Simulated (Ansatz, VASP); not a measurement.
# AlN in VASP and in Ansatz

The input INCAR:

```
PREC = Accurate
ENCUT = 520
EDIFF = 1E-7
ISMEAR = 0
SIGMA = 0.05
LREAL = False
LASPH = True
NELM = 100
ALGO = Normal
ISIF = 2
LWAVE = False
LCHARG = False
GGA = CA
NBANDS = 26
```

File KPOINTS:

```
Automatic mesh
0
Gamma
  8 6 4
```

File POSCAR:

```
AlN
1.0
   -1.6378403119      2.8368226349      0.0000000000
    0.0000000000      0.0000000000      4.1006264518
    4.9135209358      2.8368226349      0.0000000000
Al N
4 4
Direct
    0.5882063252      0.7500000000      0.2970147172
    1.0000000000      0.7500000000      0.6666666667
    0.0000000000      0.2500000000      0.3333333333
    0.5000000000      0.2500000000      0.8333333333
    0.5000000000      0.2500000000      0.1666666667
    1.0000000000      0.2500000000      0.6666666667
    0.0000000000      0.7500000000      0.3333333333
    0.5000000000      0.7500000000      0.8333333333
```

Input for Ansatz:

```yaml
crystal:
  lattice:
    - [-1.6378403119, 2.8368226349, 0.0]
    - [0.0, 0.0, 4.1006264518]
    - [4.9135209358, 2.8368226349, 0.0]
  atoms:
    - { symbol: Al, position: [0.5882063252, 0.75, 0.2970147172] }
    - { symbol: Al, position: [1.0, 0.75, 0.6666666667] }
    - { symbol: Al, position: [0.0, 0.25, 0.3333333333] }
    - { symbol: Al, position: [0.5, 0.25, 0.8333333333] }
    - { symbol: "N", position: [0.5, 0.25, 0.1666666667] }
    - { symbol: "N", position: [1.0, 0.25, 0.6666666667] }
    - { symbol: "N", position: [0.0, 0.75, 0.3333333333] }
    - { symbol: "N", position: [0.5, 0.75, 0.8333333333] }
basis:
  ecutwfc: 420
kpoints:
  mp_grid: { grid: [8, 6, 4] }
hamiltonian:
  xc: lda
  pseudopotentials: { kind: paw, azcp: { folder: soft_1 } }
scf:
  occupations: { method: gaussian, width: 0.05 }
output:
  forces: true
  stress: true
  eigenvalues: true
```

Alike in both runs: task single point; functional LDA; k mesh 8 × 6 × 4; occupations gaussian, width 0.05 eV; no spin polarisation.

|  | VASP | Ansatz |
| --- | --- | --- |
| version | VASP 6.6.1 | Ansatz 0.2.0 |
| potentials or method | VASP PAW LDA potentials, release 64 (Al, N), cutoff 520 eV | scalar-relativistic, plane waves, PAW |
| valence electrons in the cell | 32 | 32 |

VASP gave:

```
gap on the k mesh at the Fermi level (eV)                     : 2.19
least direct gap on the mesh (eV)                             : 2.19
pressure (GPa)                                                : 26.3
traceless stress, the component that is largest in VASP (GPa) : 42.76
rms of the force components (eV/Å)                            : 8.130
```

Problem. Which values does Ansatz return?

Solution. gap on the k mesh at the Fermi level (eV): 2.20; least direct gap on the mesh (eV): 2.20; pressure (GPa): 25.5; traceless stress, the component that is largest in VASP (GPa): 42.38; rms of the force components (eV/Å): 8.114.

Ansatz warns that its potentials were made for another functional, while VASP's fit it. LDA's correlation is that of Perdew and Zunger in VASP and of Perdew and Wang (1992) in Ansatz. Atom by atom the forces differ by 0.021 eV/Å (rms over components).
